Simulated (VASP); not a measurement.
# NbSi2 (P6_422) in VASP: a series of runs

Aim: see how the results for NbSi2 move with the level of theory and the settings. Levels: PBE, RPBE, PBE+D3(BJ). Tasks: single point.

Everything below comes from runs of VASP 6.6.1. Logs are shortened: lines on timing, memory, paths and dates and some standing lists are left out, and cuts for length are marked.

**1. The cell of the first run**

It takes space group P6_422 (No. 181, hexagonal). The conventional cell has a = 4.823 Å, b = 4.823 Å, c = 6.629 Å, α = 90.00°, β = 90.00°, γ = 120.00°. Within 3.4 Å of Si (site symmetry 2) lie 5 Nb at 2.61 to 2.79 Å and 9 Si at 2.61 to 3.27 Å. Nb (site symmetry 222) has 10 Si at 2.61 to 2.79 Å and 4 Nb at 3.27 Å within 3.4 Å.

**2. Single point, PBE**

INCAR reads:

```
SYSTEM = NbSi2
ALGO = Normal
EDIFF = 1E-7
ENCUT = 520
GGA = PE
ISIF = 2
ISMEAR = -1
LASPH = .True.
LCHARG = .False.
LREAL = .False.
LWAVE = .False.
NBANDS = 42
NELM = 100
PREC = Accurate
SIGMA = 0.1
```

KPOINTS reads:

```
k-points
0
Gamma
  4 4 3
  0 0 0
```

POSCAR reads:

```
NbSi2
1.0
    4.8230860000      0.0000000000      0.0000000000
   -2.4115430000      4.1769190000      0.0000000000
    0.0000000000      0.0000000000      6.6289770000
Si Nb
6 3
Direct
    0.1670000000      0.3340000000      0.0000000000
    0.8330000000      0.1670000000      0.6666700000
    0.6660000000      0.8330000000      0.3333300000
    0.8330000000      0.6660000000      0.0000000000
    0.1670000000      0.8330000000      0.6666700000
    0.3340000000      0.1670000000      0.3333300000
    0.5000000000      0.0000000000      0.0000000000
    0.5000000000      0.5000000000      0.6666700000
    0.0000000000      0.5000000000      0.3333300000
```

Potentials or basis: VASP PAW PBE potentials, release 64 (Si, Nb_sv).

Started as:

```
$ cat potpaw_PBE.64/Si/POTCAR potpaw_PBE.64/Nb_sv/POTCAR > POTCAR
$ mpirun -np 1 vasp_std > vasp.out
```

OUTCAR:

```text
SYSTEM = NbSi2
   EDIFF = 1E-7
   ENCUT = 520
   GGA = PE
   ISIF = 2
   ISMEAR = -1
   LASPH = .True.
   LREAL = .False.
   NELM = 100
   PREC = Accurate

 ion  position               nearest neighbor table
   1  0.167  0.334  0.000-   8 2.61   9 2.61   2 2.61   6 2.61   7 2.78   4 2.78   4 2.78   7 2.79
                             7 2.79   4 2.79
   2  0.833  0.167  0.667-   7 2.61   9 2.61   1 2.61   3 2.61   8 2.78   5 2.78   5 2.78   8 2.79
                             8 2.79   5 2.79
   3  0.666  0.833  0.333-   7 2.61   8 2.61   4 2.61   2 2.61   9 2.78   6 2.78   6 2.78   9 2.79
                             9 2.79   6 2.79
   4  0.833  0.666  0.000-   8 2.61   9 2.61   3 2.61   5 2.61   7 2.78   1 2.78   1 2.78   7 2.79
                             7 2.79   1 2.79
   5  0.167  0.833  0.667-   7 2.61   9 2.61   4 2.61   6 2.61   8 2.78   2 2.78   2 2.78   8 2.79
                             8 2.79   2 2.79
   6  0.334  0.167  0.333-   7 2.61   8 2.61   1 2.61   5 2.61   9 2.78   3 2.78   3 2.78   9 2.79
                             9 2.79   3 2.79
   7  0.500  0.000  0.000-   2 2.61   3 2.61   5 2.61   6 2.61   4 2.78   1 2.78   1 2.79   1 2.79
                             4 2.79   4 2.79
   8  0.500  0.500  0.667-   1 2.61   4 2.61   3 2.61   6 2.61   5 2.78   2 2.78   5 2.79   2 2.79
                             5 2.79   2 2.79
   9  0.000  0.500  0.333-   1 2.61   4 2.61   2 2.61   5 2.61   3 2.78   6 2.78   6 2.79   3 2.79
                             3 2.79   6 2.79

  LATTYP: Found a hexagonal cell.
 ALAT       =     4.8230860000
 C/A-ratio  =     1.3744264564

  Lattice vectors:

 A1 = (   4.8230860000,   0.0000000000,   0.0000000000)
 A2 = (  -2.4115430000,   4.1769190000,   0.0000000000)
 A3 = (   0.0000000000,   0.0000000000,   6.6289770000)

Analysis of symmetry for initial positions (statically):
=====================================================================
 Subroutine PRICEL returns:
 Original cell was already a primitive cell.

 Routine SETGRP: Setting up the symmetry group for a
 hexagonal supercell.

 Subroutine GETGRP returns: Found  4 space group operations
 (whereof  4 operations were pure point group operations)
 out of a pool of 24 trial point group operations.

The static configuration has the point symmetry D_2 .

Analysis of symmetry for dynamics (positions and initial velocities):
=====================================================================
 Subroutine PRICEL returns:
 Original cell was already a primitive cell.

 Routine SETGRP: Setting up the symmetry group for a
 hexagonal supercell.

 Subroutine GETGRP returns: Found  4 space group operations
 (whereof  4 operations were pure point group operations)
 out of a pool of 24 trial point group operations.

The dynamic configuration has the point symmetry D_2 .

 Subroutine INISYM returns: Found  4 space group operations
 (whereof  4 operations are pure point group operations),
 and found     1 'primitive' translations

----------------------------------------------------------------------------------------

                                     Primitive cell

  volume of cell :     133.5450

  direct lattice vectors                    reciprocal lattice vectors
     4.823086000  0.000000000  0.000000000     0.207336133  0.119705458  0.000000000
    -2.411543000  4.176919000  0.000000000     0.000000000  0.239410915  0.000000000
     0.000000000  0.000000000  6.628977000     0.000000000  0.000000000  0.150852839

  length of vectors
     4.823086000  4.823089464  6.628977000     0.239411087  0.239410915  0.150852839

  position of ions in fractional coordinates (direct lattice)
     0.167000000  0.334000000  0.000000000
     0.833000000  0.167000000  0.666670000
     0.666000000  0.833000000  0.333330000
     0.833000000  0.666000000  0.000000000
     0.167000000  0.833000000  0.666670000
     0.334000000  0.167000000  0.333330000
     0.500000000  0.000000000  0.000000000
     0.500000000  0.500000000  0.666670000
     0.000000000  0.500000000  0.333330000

  ion indices of the primitive-cell ions
   primitive index   ion index
                 1           1
                 2           2
                 3           3
                 4           4
                 5           5
                 6           6
                 7           7
                 8           8
                 9           9

----------------------------------------------------------------------------------------

 KPOINTS: k-points

Automatic generation of k-mesh.
 Grid dimensions read from file:
 generate k-points for:    4    4    3

 Generating k-lattice:

  Cartesian coordinates                     Fractional coordinates (reciprocal lattice)
     0.051834033  0.029926364  0.000000000     0.250000000  0.000000000  0.000000000
     0.000000000  0.059852729  0.000000000     0.000000000  0.250000000  0.000000000
     0.000000000  0.000000000  0.050284280     0.000000000  0.000000000  0.333333333

  Length of vectors
     0.059852772  0.059852729  0.050284280

  Shift w.r.t. Gamma in fractional coordinates (k-lattice)
     0.000000000  0.000000000  0.000000000

 Subroutine IBZKPT returns following result:
 ===========================================

 Found     14 irreducible k-points:

 Following reciprocal coordinates:
            Coordinates               Weight
  0.000000  0.000000  0.000000      1.000000
  0.250000  0.000000  0.000000      4.000000
  0.000000  0.250000  0.000000      2.000000
  0.500000  0.000000  0.000000      2.000000
  0.000000  0.500000  0.000000      1.000000
  0.250000  0.250000  0.000000      4.000000
  0.500000  0.250000  0.000000      2.000000
  0.000000  0.000000  0.333333      2.000000
  0.250000  0.000000  0.333333      8.000000
  0.000000  0.250000  0.333333      4.000000
  0.500000  0.000000  0.333333      4.000000
  0.000000  0.500000  0.333333      2.000000
  0.250000  0.250000  0.333333      8.000000
  0.500000  0.250000  0.333333      4.000000
   k-points           NKPTS =     14   k-points in BZ     NKDIM =     14   number of bands    NBANDS=     42
   number of dos      NEDOS =    301   number of ions     NIONS =      9
   total plane-waves  NPLWV =  64800
   dimension x,y,z NGX =    36 NGY =   36 NGZ =   50
   dimension x,y,z NGXF=    72 NGYF=   72 NGZF=  100
   ions per type =               6   3
   NGX,Y,Z   is equivalent  to a cutoff of  12.41, 12.41, 12.54 a.u.
   NGXF,Y,Z  is equivalent  to a cutoff of  24.82, 24.82, 25.08 a.u.
 SYSTEM =  NbSi2
   PREC   = accura    normal or accurate (medium, high low for compatibility)
   ISTART =      0    job   : 0-new  1-cont  2-samecut
   ICHARG =      2    charge: 1-file 2-atom 10-const
   ISPIN  =      1    spin polarized calculation?
   LNONCOLLINEAR =      F non collinear calculations
   LSORBIT =      F    spin-orbit coupling
   LASPH  =      T    aspherical Exc in radial PAW
   ENCUT  =  520.0 eV  38.22 Ry    6.18 a.u.   8.97  8.97 12.33*2*pi/ulx,y,z
   NELM   =    100;   NELMIN=  2; NELMDL= -5     # of ELM steps
   EDIFF  = 0.1E-06   stopping-criterion for ELM
   LREAL  =      F    real-space projection
   EDIFFG = 0.1E-05   stopping-criterion for IOM
   NSW    =      0    number of steps for IOM
   IBRION =     -1    ionic relax: 0-MD 1-quasi-New 2-CG
   NFREE  =      0    steps in history (QN), initial steepest desc. (CG)
   ISIF   =      2    stress and relaxation
   ISYM   =      2    0-nonsym 1-usesym 2-fastsym
   POTIM  = 0.5000    time-step for ionic-motion
   TEBEG  =    0.0;   TEEND  =   0.0 temperature during run
   PSTRESS=    0.0 pullay stress
   NELECT =      63.0000    total number of electrons
   NUPDOWN=      -1.0000    fix difference up-down
   EMIN   =  10.00;   EMAX   =-10.00  energy-range for DOS
   EFERMI =   0.00;   METHOD = LEGACY
   ISMEAR =    -1;   SIGMA  =   0.10  broadening in eV -4-tet -1-fermi 0-gaus
   EFERMI_NEDOS =   21; number of points for ismear=-14 and -15
   IALGO  =     38    algorithm
   IMIX   =      4    mixing-type and parameters
     AMIX     =   0.40;   BMIX     =  1.00
     AMIX_MAG =   1.60;   BMIX_MAG =  1.00
  volume/ion in A,a.u.               =      14.84       100.13
  Fermi-wavevector in a.u.,A,eV,Ry     =   1.274420  2.408304 22.097843  1.624146
  Thomas-Fermi vector in A             =   2.407189
   LORBIT       =      0    0 simple, 1 ext, 2 COOP (PROOUT), +10 PAW based schemes
   GGA     = PE    functional components
   LHFCALC =     F    Hartree Fock is set to
   AEXX    =    0.0000 exact exchange contribution
   IVDW    =     0    specifies the selected vdW correction
   LEPSILON=     F    determine dielectric tensor
   LRPA    =     F    only Hartree local field effects (RPA)
 non-spin polarized calculation
  energy-cutoff  :      520.00
  volume of cell :      133.54
 maximum number of plane-waves:      3616
 NGX is ok and might be reduce to    36
   NGX = 17   NGY = 17   NGZ = 25

 number of electron      63.0000001 magnetization

 Free energy of the ion-electron system (eV)
  ---------------------------------------------------
  ext. energy  EPLUGINS =         0.00000000
  ---------------------------------------------------
  free energy    TOTEN  =       -68.13235304 eV

  energy without entropy =      -67.99379998  energy(sigma->0) =      -68.06307651

 E-fermi :  11.2586     XC(G=0): -11.9221

 val. band max:       11.1564167181   @ k =   0.0000   0.5000   0.0000
 cond. band min:      11.2608445819   @ k =   0.0000   0.2500   0.3333
 fundamental gap:      0.1044278638
 Fermi energy:        11.2585855544

 k-point     1 :       0.0000    0.0000    0.0000
  band No.  band energies     occupation
      1     -43.4476      2.00000
      2     -43.4131      2.00000
      3     -43.4131      2.00000
      4     -19.6919      2.00000
      5     -19.6892      2.00000
      6     -19.6892      2.00000
[... 34 lines left out ...]
     41      15.1603      0.00000
     42      15.1810      0.00000
[... 544 lines left out ...]
      2     -43.4245      2.00000
      3     -43.4131      2.00000
      4     -19.7373      2.00000
      5     -19.7251      2.00000
      6     -19.6716      2.00000
[... 34 lines left out ...]
     41      14.6418      0.00000
     42      15.0724      0.00000

------------------------ aborting loop because EDIFF is reached ----------------------------------------

  FORCE on cell =-STRESS in cart. coord.  units (eV):
  Direction    XX          YY          ZZ          XY          YZ          ZX
  --------------------------------------------------------------------------------------
  -------------------------------------------------------------------------------------
  Total       -1.3068424     -1.3077894      0.3805745      0.0000000      0.0000000      0.0000000
  in kB      -15.6785625    -15.6899236      4.5658610      0.0000000      0.0000000      0.0000000
  external PRESSURE =      -8.9342084 kB  Pullay stress =       0.0000000 kB

 VOLUME and BASIS-vectors are now :
 -----------------------------------------------------------------------------
  energy-cutoff  :      520.00
  volume of cell :      133.54
      direct lattice vectors                 reciprocal lattice vectors
     4.823086000  0.000000000  0.000000000     0.207336133  0.119705458  0.000000000
    -2.411543000  4.176919000  0.000000000     0.000000000  0.239410915  0.000000000
     0.000000000  0.000000000  6.628977000     0.000000000  0.000000000  0.150852839

 POSITION                                       TOTAL-FORCE (eV/Angst)
 -----------------------------------------------------------------------------------
      0.00000      1.39509      0.00000        -0.000000     -0.679990     -0.000000
      3.61490      0.69755      4.41934         0.588932     -0.339891     -0.000355
      1.20336      3.47937      2.20964         0.588932      0.339891      0.000355
      2.41154      2.78183      0.00000        -0.000000      0.679990     -0.000000
     -1.20336      3.47937      4.41934        -0.588932      0.339891     -0.000355
      1.20818      0.69755      2.20964        -0.588932     -0.339891      0.000355
      2.41154      0.00000      0.00000        -0.000000     -0.000000      0.000000
      1.20577      2.08846      4.41934        -0.000000     -0.000000     -0.000593
     -1.20577      2.08846      2.20964        -0.000000     -0.000000      0.000593
 -----------------------------------------------------------------------------------
    total drift:                               -0.000000     -0.000000      0.000000

  FREE ENERGIE OF THE ION-ELECTRON SYSTEM (eV)
  ---------------------------------------------------
  free  energy   TOTEN  =       -68.1323530392 eV

  energy  without entropy=      -67.9937999754  energy(sigma->0) =      -68.06307651
```

It took 70 s on 1 thread of Intel Xeon Platinum 8375C at 2.90GHz (Ice Lake), shared host; peak memory 0.26 GiB.

Results:

| Item | Value |
| --- | --- |
| Free energy | -68.1324 eV |
| Pressure | -0.9 GPa |
| Largest force | 0.680 eV/Å |

Forces on the atoms (eV/Å):
```
Si   0.000 -0.680  0.000
Si   0.589 -0.340  0.000
Si   0.589  0.340  0.000
Si   0.000  0.680  0.000
Si  -0.589  0.340  0.000
Si  -0.589 -0.340  0.000
Nb   0.000  0.000  0.000
Nb   0.000  0.000 -0.001
Nb   0.000  0.000  0.001
```

Caveat: the k points lie up to 0.38 Å⁻¹ apart.

**3. Single point, RPBE**

INCAR reads:

```
SYSTEM = NbSi2
  PREC = Accurate
  ENCUT = 520
  EDIFF = 1E-6
  ISMEAR = -1
  SIGMA = 0.1
  LREAL = .False.
  LASPH = .True.
  NELM = 100
  ALGO = Normal
  ISIF = 2
  LWAVE = .False.
  LCHARG = .False.
  GGA = RP
  NBANDS = 42
```

KPOINTS reads:

```
regular mesh
0
Gamma
  4 4 3
  0 0 0
```

POSCAR is that of step 2.

Potentials or basis: VASP PAW PBE potentials, release 64 (Si, Nb_sv).

Started as:

```
$ cat potpaw_PBE.64/Si/POTCAR potpaw_PBE.64/Nb_sv/POTCAR > POTCAR
$ mpirun -np 1 vasp_std > vasp.out
```

Wall time 67 s (1 thread of Intel Xeon Platinum 8375C at 2.90GHz (Ice Lake), shared host); peak memory 0.26 GiB.

It converged, with:

```
Free energy   : -64.7518 eV
Pressure      : 1.1 GPa
Largest force : 0.704 eV/Å
```

Forces on the atoms (eV/Å):
```
Si   0.000 -0.704  0.000
Si   0.609 -0.352  0.000
Si   0.609  0.352  0.000
Si   0.000  0.704  0.000
Si  -0.609  0.352  0.000
Si  -0.609 -0.352  0.000
Nb   0.000  0.000  0.000
Nb   0.000  0.000  0.000
Nb   0.000  0.000  0.000
```

Stress tensor (GPa, compression positive):
```
0.36 0.00 0.00
0.00 0.36 0.00
0.00 0.00 2.70
```

Levels at points of the mesh, in eV from the Fermi level:
```csv
k point,band 27,band 28,band 29,band 30,band 31,band 32,band 33,band 34,band 35,band 36
"(0.00, 0.00, 0.00)",-2.26,-2.26,-2.00,-1.97,-1.97,-1.41,0.57,3.10,3.12,3.12
"(0.50, 0.00, 0.00)",-1.97,-1.88,-1.09,-0.77,-0.10,0.14,0.63,1.11,1.56,1.93
"(0.00, 0.50, 0.00)",-1.97,-1.88,-1.09,-0.77,-0.10,0.14,0.63,1.11,1.56,1.93
```

Caveat: the k points lie up to 0.38 Å⁻¹ apart; the PAW data sets were made with another functional, which shifts forces and pressure a little.

**4. Single point, PBE+D3(BJ)**

INCAR reads:

```
SYSTEM = NbSi2
  PREC = Accurate
  ENCUT = 520
  EDIFF = 1E-7
  ISMEAR = -1
  SIGMA = 0.1
  LREAL = .FALSE.
  LASPH = .TRUE.
  NELM = 60
  ALGO = Normal
  ISIF = 2
  LWAVE = .FALSE.
  LCHARG = .FALSE.
  GGA = PE
  IVDW = 12
  NBANDS = 42
```

KPOINTS reads:

```
regular mesh
0
G
  4 4 3
  0 0 0
```

POSCAR is that of step 3.

Started as:

```
$ cat potpaw_PBE.64/Si/POTCAR potpaw_PBE.64/Nb_sv/POTCAR > POTCAR
$ mpirun -np 1 vasp_std > vasp.out
```

Run time: 74 s. Hardware: 1 thread of Intel Xeon Platinum 8375C at 2.90GHz (Ice Lake), shared host; peak memory 0.27 GiB.

It converged, with:

```yaml
Free_energy: -73.1721 eV
Pressure: -7.1 GPa
Largest_force: 0.680 eV/Å
Dispersion_energy_per_atom: -0.560 eV
```

Forces on the atoms (eV/Å):
```
Si   0.000 -0.680  0.000
Si   0.589 -0.340  0.000
Si   0.589  0.340  0.000
Si   0.000  0.680  0.000
Si  -0.589  0.340  0.000
Si  -0.589 -0.340  0.000
Nb   0.000  0.000  0.000
Nb   0.000  0.000 -0.001
Nb   0.000  0.000  0.001
```

Stress tensor (GPa, compression positive):
```
-7.78  0.00  0.00
 0.00 -7.78  0.00
 0.00  0.00 -5.82
```

Levels at points of the mesh, in eV from the Fermi level:
| k point | band 28 | band 29 | band 30 | band 31 | band 32 | band 33 | band 34 | band 35 |
| --- | --- | --- | --- | --- | --- | --- | --- | --- |
| (0.00, 0.00, 0.00) | -2.25 | -2.00 | -1.97 | -1.97 | -1.39 | 0.58 | 3.06 | 3.12 |
| (0.50, 0.00, 0.00) | -1.88 | -1.09 | -0.76 | -0.10 | 0.14 | 0.64 | 1.10 | 1.55 |
| (0.00, 0.50, 0.00) | -1.88 | -1.09 | -0.76 | -0.10 | 0.14 | 0.64 | 1.10 | 1.55 |

Caveat: the k points lie up to 0.38 Å⁻¹ apart; pairwise dispersion overbinds metals, which lowers pressure and volume.

**5. The runs side by side**

| level | gap on the mesh (eV) | pressure (GPa) | largest force (eV/Å) |
| --- | --- | --- | --- |
| PBE | none | -0.9 | 0.68 |
| RPBE | none | 1.1 | 0.70 |
| PBE+D3(BJ) | none | -7.1 | 0.68 |

Alike in all rows: task single point; potentials or basis VASP PAW PBE potentials, release 64 (Si, Nb_sv); no spin polarisation; cell as given; k mesh 4 × 4 × 3; cutoff (eV) 520; smearing fermi-dirac 0.1 eV.

Caveats: all runs use coarse meshes; the PAW data sets were made with another functional, which shifts forces and pressure a little (some runs); pairwise dispersion overbinds metals, which lowers pressure and volume (some runs).

Absolute energies hang on the potentials; compare differences alone.
